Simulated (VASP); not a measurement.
A run of VASP 6.6.1:

The input INCAR:

```
PREC = Accurate ; ENCUT = 520
EDIFF = 1E-6 ; ISMEAR = -1
SIGMA = 0.05 ; LREAL = F
LASPH = T ; NELM = 80
ALGO = Normal ; ISIF = 2
LWAVE = F ; LCHARG = F
GGA = PS ; NBANDS = 28
```

KPOINTS

```
regular mesh
0
Gamma
  8 8 8
```

File POSCAR:

```
K3Cd
1.0
    5.7969428617      0.0000000000      0.0000000000
    0.0000000000      5.7969428617      0.0000000000
    0.0000000000      0.0000000000      5.7969428617
K Cd
3 1
Direct
    0.0000000000      0.5000000000      0.5000000000
    0.5000000000      0.0000000000      0.5000000000
    0.5000000000      0.5000000000      0.0000000000
    0.0000000000      0.0000000000      0.0000000000
```

Potentials or basis: VASP PAW PBE potentials, release 64 (K_sv, Cd).

Command:

```bash
$ cat potpaw_PBE.64/K_sv/POTCAR potpaw_PBE.64/Cd/POTCAR > POTCAR
$ mpirun -np 1 vasp_std > vasp.out
```

Hardware: 1 thread of Oxide Virtual Turin-like Processor, with other jobs on the host.

Estimate the wall time of this run.

Run time: 2.6 min on 1 thread of Oxide Virtual Turin-like Processor (shared host), peak memory 0.38 GiB. Counts: scf iterations 12, k points 35.
